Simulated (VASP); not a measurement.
# Al2H (R-3m) in VASP: notebook

Al2H is run at these levels: PBE; tasks: single point.

Program: VASP 6.6.1. These are calculated values, not measurements. Logs are shortened: lines on timing, memory, paths and dates and some standing lists are left out, and cuts for length are marked.

### 1 The cell of the first run

It takes space group R-3m (No. 166, trigonal). The conventional cell has a = 4.399 Å, b = 4.399 Å, c = 12.303 Å, α = 90.00°, β = 90.00°, γ = 120.00°. Al (site symmetry 3m) has 1 H at 1.71 Å within 2.3 Å. H (site symmetry -3m) has 2 Al at 1.71 Å within 2.3 Å.

### 2 Single point, PBE

File INCAR:

```
SYSTEM = Al2H
ALGO     = Normal         ! electronic algorithm
EDIFF    = 1E-6           ! SCF threshold, eV
ENCUT    = 500            ! plane-wave cutoff, eV
GGA      = PE             ! functional
GGA_COMPAT= .False.      
ISIF     = 2              ! what is computed and relaxed
ISMEAR   = 0              ! smearing method
LASPH    = .True.         ! aspherical terms in the spheres
LCHARG   = .False.        ! write CHGCAR
LREAL    = .False.        ! projectors in reciprocal space
LWAVE    = .False.        ! write WAVECAR
NBANDS   = 10             ! bands
NELM     = 120            ! most SCF steps
PREC     = Accurate       ! precision mode
SIGMA    = 0.2            ! smearing width, eV
```

File KPOINTS:

```
k-points
0
Gamma
  6 6 6
  0 0 0
```

File POSCAR:

```
Al2H
1.0
    2.1995650504      1.2699194739      4.1010754864
   -2.1995650504      1.2699194739      4.1010754864
    0.0000000000     -2.5398389478      4.1010754864
Al H
2 1
Direct
    0.1388425391      0.1388425391      0.1388425391
    0.8611574609      0.8611574609      0.8611574609
    0.0000000000      0.0000000000      0.0000000000
```

Potentials or basis: VASP PAW PBE potentials, release 64 (Al, H).

The run is started by

```bash
$ cat potpaw_PBE.64/Al/POTCAR potpaw_PBE.64/H/POTCAR > POTCAR
$ mpirun -np 1 vasp_std > vasp.out
```

OUTCAR:

```text
SYSTEM = Al2H
   EDIFF = 1E-6
   ENCUT = 500
   GGA = PE
   ISIF = 2
   ISMEAR = 0
   LASPH = .True.
   LREAL = .False.
   NELM = 120
   PREC = Accurate

 ion  position               nearest neighbor table
   1  0.139  0.139  0.139-   3 1.71   2 2.63   2 2.63   2 2.63
   2  0.861  0.861  0.861-   3 1.71   1 2.63   1 2.63   1 2.63
   3  0.000  0.000  0.000-   1 1.71   2 1.71

  LATTYP: Found a trigonal (rhomboedric) cell.
 ALAT       =     4.8238575877
 COS(alpha) =     0.5841711083

  Lattice vectors:

 A1 = (   2.1995650504,   1.2699194739,   4.1010754864)
 A2 = (  -2.1995650504,   1.2699194739,   4.1010754864)
 A3 = (   0.0000000000,  -2.5398389478,   4.1010754864)

Analysis of symmetry for initial positions (statically):
=====================================================================
 Subroutine PRICEL returns:
 Original cell was already a primitive cell.

 Routine SETGRP: Setting up the symmetry group for a
 trigonal (rhombohedral) supercell.

 Subroutine GETGRP returns: Found 12 space group operations
 (whereof 12 operations were pure point group operations)
 out of a pool of 12 trial point group operations.

The static configuration has the point symmetry D_3d.

Analysis of symmetry for dynamics (positions and initial velocities):
=====================================================================
 Subroutine PRICEL returns:
 Original cell was already a primitive cell.

 Routine SETGRP: Setting up the symmetry group for a
 trigonal (rhombohedral) supercell.

 Subroutine GETGRP returns: Found 12 space group operations
 (whereof 12 operations were pure point group operations)
 out of a pool of 12 trial point group operations.

The dynamic configuration has the point symmetry D_3d.

 Subroutine INISYM returns: Found 12 space group operations
 (whereof 12 operations are pure point group operations),
 and found     1 'primitive' translations

----------------------------------------------------------------------------------------

                                     Primitive cell

  volume of cell :      68.7325

  direct lattice vectors                    reciprocal lattice vectors
     2.199565050  1.269919474  4.101075486     0.227317669  0.131241917  0.081279492
    -2.199565050  1.269919474  4.101075486    -0.227317669  0.131241917  0.081279492
     0.000000000 -2.539838948  4.101075486     0.000000000 -0.262483835  0.081279492

  length of vectors
     4.823857588  4.823857588  4.823857588     0.274780129  0.274780129  0.274780129

  position of ions in fractional coordinates (direct lattice)
     0.138842539  0.138842539  0.138842539
     0.861157461  0.861157461  0.861157461
     0.000000000  0.000000000  0.000000000

  ion indices of the primitive-cell ions
   primitive index   ion index
                 1           1
                 2           2
                 3           3

----------------------------------------------------------------------------------------

 KPOINTS: k-points

Automatic generation of k-mesh.
 Grid dimensions read from file:
 generate k-points for:    6    6    6

 Generating k-lattice:

  Cartesian coordinates                     Fractional coordinates (reciprocal lattice)
     0.037886278  0.021873653  0.013546582     0.166666667 -0.000000000  0.000000000
    -0.037886278  0.021873653  0.013546582    -0.000000000  0.166666667  0.000000000
     0.000000000 -0.043747306  0.013546582     0.000000000  0.000000000  0.166666667

  Length of vectors
     0.045796688  0.045796688  0.045796688

  Shift w.r.t. Gamma in fractional coordinates (k-lattice)
     0.000000000  0.000000000  0.000000000

 Subroutine IBZKPT returns following result:
 ===========================================

 Found     32 irreducible k-points:

 Following reciprocal coordinates:
            Coordinates               Weight
  0.000000  0.000000  0.000000      1.000000
  0.166667  0.000000  0.000000      6.000000
  0.333333 -0.000000  0.000000      6.000000
  0.500000  0.000000  0.000000      3.000000
  0.166667  0.166667  0.000000      6.000000
  0.333333  0.166667  0.000000     12.000000
[... 16 lines left out ...]
  0.500000  0.500000  0.166667      6.000000
 -0.333333  0.500000  0.166667     12.000000
 [... further k-points ...]
   k-points           NKPTS =     32   k-points in BZ     NKDIM =     32   number of bands    NBANDS=     10
   number of dos      NEDOS =    301   number of ions     NIONS =      3
   total plane-waves  NPLWV =  46656
   dimension x,y,z NGX =    36 NGY =   36 NGZ =   36
   dimension x,y,z NGXF=    72 NGYF=   72 NGZF=   72
   ions per type =               2   1
   NGX,Y,Z   is equivalent  to a cutoff of  12.41, 12.41, 12.41 a.u.
   NGXF,Y,Z  is equivalent  to a cutoff of  24.81, 24.81, 24.81 a.u.
 SYSTEM =  Al2H
   PREC   = accura    normal or accurate (medium, high low for compatibility)
   ISTART =      0    job   : 0-new  1-cont  2-samecut
   ICHARG =      2    charge: 1-file 2-atom 10-const
   ISPIN  =      1    spin polarized calculation?
   LNONCOLLINEAR =      F non collinear calculations
   LSORBIT =      F    spin-orbit coupling
   LASPH  =      T    aspherical Exc in radial PAW
   ENCUT  =  500.0 eV  36.75 Ry    6.06 a.u.   8.80  8.80  8.80*2*pi/ulx,y,z
   NELM   =    120;   NELMIN=  2; NELMDL= -5     # of ELM steps
   EDIFF  = 0.1E-05   stopping-criterion for ELM
   LREAL  =      F    real-space projection
   EDIFFG = 0.1E-04   stopping-criterion for IOM
   NSW    =      0    number of steps for IOM
   IBRION =     -1    ionic relax: 0-MD 1-quasi-New 2-CG
   NFREE  =      0    steps in history (QN), initial steepest desc. (CG)
   ISIF   =      2    stress and relaxation
   ISYM   =      2    0-nonsym 1-usesym 2-fastsym
   POTIM  = 0.5000    time-step for ionic-motion
   TEBEG  =    0.0;   TEEND  =   0.0 temperature during run
   PSTRESS=    0.0 pullay stress
   NELECT =       7.0000    total number of electrons
   NUPDOWN=      -1.0000    fix difference up-down
   EMIN   =  10.00;   EMAX   =-10.00  energy-range for DOS
   EFERMI =   0.00;   METHOD = LEGACY
   ISMEAR =     0;   SIGMA  =   0.20  broadening in eV -4-tet -1-fermi 0-gaus
   EFERMI_NEDOS =   21; number of points for ismear=-14 and -15
   IALGO  =     38    algorithm
   IMIX   =      4    mixing-type and parameters
     AMIX     =   0.40;   BMIX     =  1.00
     AMIX_MAG =   1.60;   BMIX_MAG =  1.00
  volume/ion in A,a.u.               =      22.91       154.61
  Fermi-wavevector in a.u.,A,eV,Ry     =   0.764516  1.444727  7.952407  0.584485
  Thomas-Fermi vector in A             =   1.864435
   LORBIT       =      0    0 simple, 1 ext, 2 COOP (PROOUT), +10 PAW based schemes
   GGA     = PE    functional components
   LHFCALC =     F    Hartree Fock is set to
   AEXX    =    0.0000 exact exchange contribution
   IVDW    =     0    specifies the selected vdW correction
   LEPSILON=     F    determine dielectric tensor
   LRPA    =     F    only Hartree local field effects (RPA)
 non-spin polarized calculation
 Gauss-broadening in eV      SIGMA  =   0.20
  energy-cutoff  :      500.00
  volume of cell :       68.73
 maximum number of plane-waves:      1768
   NGX = 17   NGY = 17   NGZ = 17

 number of electron       7.0000000 magnetization

 Free energy of the ion-electron system (eV)
  ---------------------------------------------------
  ext. energy  EPLUGINS =         0.00000000
  ---------------------------------------------------
  free energy    TOTEN  =        -9.56947478 eV

  energy without entropy =       -9.53770680  energy(sigma->0) =       -9.55359079

 E-fermi :   1.7847     XC(G=0):  -7.4433

 val. band max:        1.7609320923   @ k =   0.3333   0.3333   0.1667
 cond. band min:       1.7937496748   @ k =   0.5000   0.5000   0.1667
 fundamental gap:      0.0328175825
 Fermi energy:         1.7847033766

 k-point     1 :       0.0000    0.0000    0.0000
  band No.  band energies     occupation
      1      -6.3658      2.00000
      2      -0.7462      2.00000
      3       3.0258      0.00000
      4       3.3014      0.00000
      5       3.3014      0.00000
      6       5.5017      0.00000
      7       5.7616      0.00000
      8       5.7616      0.00000
      9       8.1243      0.00000
     10       9.0192      0.00000

 k-point     2 :       0.1667    0.0000    0.0000
  band No.  band energies     occupation
      1      -6.1429      2.00000
      2      -0.9029      2.00000
      3       1.6653      1.60139
      4       2.9110      0.00000
      5       3.2844      0.00000
      6       5.3669      0.00000
      7       6.4015      0.00000
      8       7.0559      0.00000
      9       8.0292      0.00000
     10       8.5570      0.00000

 k-point     3 :       0.3333   -0.0000    0.0000
  band No.  band energies     occupation
      1      -5.5695      2.00000
      2      -1.3975      2.00000
      3       0.0278      2.00000
      4       2.4126      0.00001
      5       3.4410      0.00000
      6       5.1468      0.00000
      7       6.6769      0.00000
      8       7.5823      0.00000
      9       8.9973      0.00000
     10       9.4346      0.00000

 k-point     4 :       0.5000    0.0000    0.0000
  band No.  band energies     occupation
      1      -5.1554      2.00000
      2      -1.9251      2.00000
      3      -0.4232      2.00000
      4       2.2266      0.00178
      5       3.4219      0.00000
      6       5.0600      0.00000
      7       6.5130      0.00000
      8       8.1416      0.00000
      9       9.1889      0.00000
     10       9.5307      0.00000

 k-point     5 :       0.1667    0.1667    0.0000
  band No.  band energies     occupation
      1      -6.0698      2.00000
      2      -1.1979      2.00000
      3       1.8136      0.83800
      4       2.6353      0.00000
      5       3.4715      0.00000
      6       5.3242      0.00000
      7       6.7256      0.00000
      8       6.8417      0.00000
      9       7.7044      0.00000
     10       9.3079      0.00000

 k-point     6 :       0.3333    0.1667    0.0000
  band No.  band energies     occupation
      1      -5.5982      2.00000
      2      -1.6303      2.00000
      3       0.5923      2.00000
      4       1.7458      1.21665
      5       3.7670      0.00000
      6       6.2385      0.00000
      7       6.5205      0.00000
      8       6.6627      0.00000
      9       8.6557      0.00000
     10       9.8720      0.00000
[... 183 lines left out ...]
 k-point    21 :      -0.3333    0.3333    0.1667
  band No.  band energies     occupation
      1      -4.7068      2.00000
      2      -2.5394      2.00000
      3      -0.5868      2.00000
      4       1.0463      2.00000
      5       4.6858      0.00000
      6       5.9659      0.00000
      7       6.3001      0.00000
      8       7.6442      0.00000
      9       8.7070      0.00000
     10      11.5053      0.00000

 k-point    22 :      -0.1667    0.3333    0.1667
  band No.  band energies     occupation
      1      -5.0984      2.00000
      2      -1.6166      2.00000
      3      -0.6720      2.00000
      4       1.0476      2.00000
      5       4.4057      0.00000
      6       5.4325      0.00000
      7       5.9584      0.00000
      8       7.8091      0.00000
      9       9.2919      0.00000
     10      11.2393      0.00000

 k-point    23 :       0.5000    0.5000    0.1667
  band No.  band energies     occupation
      1      -4.6214      2.00000
      2      -3.2319      2.00000
      3       0.0765      2.00000
      4       1.7937      0.94900
      5       3.7986      0.00000
      6       4.7963      0.00000
      7       7.9280      0.00000
      8       9.0929      0.00000
      9       9.3625      0.00000
     10      10.5522      0.00000

 k-point    24 :      -0.3333    0.5000    0.1667
  band No.  band energies     occupation
      1      -4.4763      2.00000
      2      -2.9095      2.00000
      3      -0.3774      2.00000
      4       0.7903      2.00000
      5       4.3771      0.00000
      6       5.4641      0.00000
      7       6.7807      0.00000
      8       8.5648      0.00000
      9       9.5474      0.00000
     10      10.4492      0.00000

 [... further k-points ...]

------------------------ aborting loop because EDIFF is reached ----------------------------------------

  FORCE on cell =-STRESS in cart. coord.  units (eV):
  Direction    XX          YY          ZZ          XY          YZ          ZX
  --------------------------------------------------------------------------------------
  -------------------------------------------------------------------------------------
  Total       -0.0865346     -0.0865346      0.0140902      0.0000000      0.0000000     -0.0000000
  in kB       -2.0171514     -2.0171514      0.3284468      0.0000000      0.0000000     -0.0000000
  external PRESSURE =      -1.2352853 kB  Pullay stress =       0.0000000 kB

 VOLUME and BASIS-vectors are now :
 -----------------------------------------------------------------------------
  energy-cutoff  :      500.00
  volume of cell :       68.73
      direct lattice vectors                 reciprocal lattice vectors
     2.199565050  1.269919474  4.101075486     0.227317669  0.131241917  0.081279492
    -2.199565050  1.269919474  4.101075486    -0.227317669  0.131241917  0.081279492
     0.000000000 -2.539838948  4.101075486     0.000000000 -0.262483835  0.081279492

 POSITION                                       TOTAL-FORCE (eV/Angst)
 -----------------------------------------------------------------------------------
      0.00000      0.00000      1.70821         0.000000     -0.000000      0.023168
      0.00000      0.00000     10.59502         0.000000      0.000000     -0.023168
      0.00000      0.00000      0.00000         0.000000      0.000000      0.000000
 -----------------------------------------------------------------------------------
    total drift:                                0.000000     -0.000000      0.000000

  FREE ENERGIE OF THE ION-ELECTRON SYSTEM (eV)
  ---------------------------------------------------
  free  energy   TOTEN  =        -9.5694747766 eV

  energy  without entropy=       -9.5377068033  energy(sigma->0) =       -9.55359079
```

Run time: 53 s. Hardware: 1 thread of Intel Xeon 8259CL, shared host; peak memory 0.2 GiB.

What came out:

| Item | Value |
| --- | --- |
| Free energy | -9.5695 eV |
| Pressure | -0.1 GPa |
| Largest force | 0.023 eV/Å |

Forces on the atoms (eV/Å):
```
Al   0.000  0.000  0.023
Al   0.000  0.000 -0.023
H    0.000  0.000  0.000
```

Stress tensor (GPa, compression positive):
```
-0.20  0.00  0.00
 0.00 -0.20  0.00
 0.00  0.00  0.03
```

### 3 Single point, PBE

This run uses another cell than the first one, of 11.89 Å³/atom, 0.519 times its volume.

File INCAR:

```
PREC     = Accurate       # precision mode
ENCUT    = 500            # plane-wave cutoff, eV
EDIFF    = 1E-6           # SCF threshold, eV
ISMEAR   = 0              # smearing method
SIGMA    = 0.2            # smearing width, eV
LREAL    = False          # projectors in reciprocal space
LASPH    = True           # aspherical terms in the spheres
NELM     = 120            # most SCF steps
ALGO     = Normal         # electronic algorithm
ISIF     = 2              # what is computed and relaxed
LWAVE    = False          # write WAVECAR
LCHARG   = False          # write CHGCAR
GGA      = PE             # functional
NBANDS   = 10             # bands
GGA_COMPAT= False
```

File KPOINTS:

```
Automatic mesh
0
Gamma
  8 8 8
```

File POSCAR:

```
Al2H
1.0
    1.4650956603      0.8458733739      4.7989001624
   -1.4650956603      0.8458733739      4.7989001624
    0.0000000000     -1.6917467478      4.7989001624
Al H
2 1
Direct
    0.2471122260      0.2471122260      0.2471122260
    0.7528877740      0.7528877740      0.7528877740
    0.0000000000      0.0000000000      0.0000000000
```

Potentials or basis: VASP PAW PBE potentials, release 64 (Al, H).

The run is started by

```bash
$ cat potpaw_PBE.64/Al/POTCAR potpaw_PBE.64/H/POTCAR > POTCAR
$ mpirun -np 1 vasp_std > vasp.out
```

OUTCAR:

```text
PREC = Accurate
   ENCUT = 500
   EDIFF = 1E-6
   ISMEAR = 0
   LREAL = False
   LASPH = True
   NELM = 120
   ISIF = 2
   GGA = PE

 ion  position               nearest neighbor table
   1  0.247  0.247  0.247-   3 2.10   3 2.10   3 2.10   2 2.87   2 2.87   2 2.87   2 3.00   2 3.00
                             2 3.00
   2  0.753  0.753  0.753-   3 2.10   3 2.10   3 2.10   1 2.87   1 2.87   1 2.87   1 3.00   1 3.00
                             1 3.00
   3  0.000  0.000  0.000-   2 2.10   2 2.10   1 2.10   1 2.10   2 2.10   1 2.10

  LATTYP: Found a trigonal (rhomboedric) cell.
 ALAT       =     5.0883641602
 COS(alpha) =     0.8341919585

  Lattice vectors:

 A1 = (   1.4650956603,   0.8458733739,   4.7989001624)
 A2 = (  -1.4650956603,   0.8458733739,   4.7989001624)
 A3 = (   0.0000000000,  -1.6917467478,   4.7989001624)

Analysis of symmetry for initial positions (statically):
=====================================================================
 Subroutine PRICEL returns:
 Original cell was already a primitive cell.

 Routine SETGRP: Setting up the symmetry group for a
 trigonal (rhombohedral) supercell.

 Subroutine GETGRP returns: Found 12 space group operations
[... 180 lines left out ...]
      4      15.2914      0.00000
      5      17.9449      0.00000
      6      17.9449      0.00000
      7      18.0472      0.00000
      8      18.0472      0.00000
      9      19.5427      0.00000
     10      19.6173      0.00000
[... 287 lines left out ...]
 k-point    24 :       0.3750    0.1250    0.1250
  band No.  band energies     occupation
      1      -2.7865      2.00000
      2       1.3396      2.00000
      3       6.4636      2.00000
      4       8.3530      0.00001
      5      13.0449      0.00000
      6      14.3715      0.00000
      7      14.7307      0.00000
      8      15.3811      0.00000
      9      16.3132      0.00000
     10      16.6821      0.00000

 [... further k-points ...]

------------------------ aborting loop because EDIFF is reached ----------------------------------------

  FORCE on cell =-STRESS in cart. coord.  units (eV):
  Direction    XX          YY          ZZ          XY          YZ          ZX
  --------------------------------------------------------------------------------------
  -------------------------------------------------------------------------------------
  Total       -0.1587588     -0.1587588     -0.0858303      0.0000000      0.0000000      0.0000000
  in kB       -7.1282691     -7.1282691     -3.8537794      0.0000000      0.0000000      0.0000000
  external PRESSURE =      -6.0367725 kB  Pullay stress =       0.0000000 kB

 VOLUME and BASIS-vectors are now :
 -----------------------------------------------------------------------------
  energy-cutoff  :      500.00
  volume of cell :       35.68
      direct lattice vectors                 reciprocal lattice vectors
     1.465095660  0.845873374  4.798900162     0.341274644  0.197035008  0.069460360
    -1.465095660  0.845873374  4.798900162    -0.341274644  0.197035008  0.069460360
     0.000000000 -1.691746748  4.798900162     0.000000000 -0.394070015  0.069460360

 POSITION                                       TOTAL-FORCE (eV/Angst)
 -----------------------------------------------------------------------------------
      0.00000      0.00000      3.55760         0.000000     -0.000000      0.026159
      0.00000      0.00000     10.83910         0.000000      0.000000     -0.026159
      0.00000      0.00000      0.00000         0.000000      0.000000      0.000000
 -----------------------------------------------------------------------------------
    total drift:                                0.000000      0.000000     -0.000000

  FREE ENERGIE OF THE ION-ELECTRON SYSTEM (eV)
  ---------------------------------------------------
  free  energy   TOTEN  =       -10.1098492981 eV

  energy  without entropy=      -10.0933846879  energy(sigma->0) =      -10.10161699
```

Wall time 1.8 min (1 thread of Intel Xeon 8259CL, shared host); peak memory 0.23 GiB.

What came out:

* Free energy: -10.1098 eV
* Pressure: -0.6 GPa
* Largest force: 0.026 eV/Å

Forces in eV/Å, atoms in the order of the input:
```
Al   0.000  0.000  0.026
Al   0.000  0.000 -0.026
H    0.000  0.000  0.000
```

Stress tensor (GPa, compression positive):
```
-0.71  0.00  0.00
 0.00 -0.71  0.00
 0.00  0.00 -0.39
```
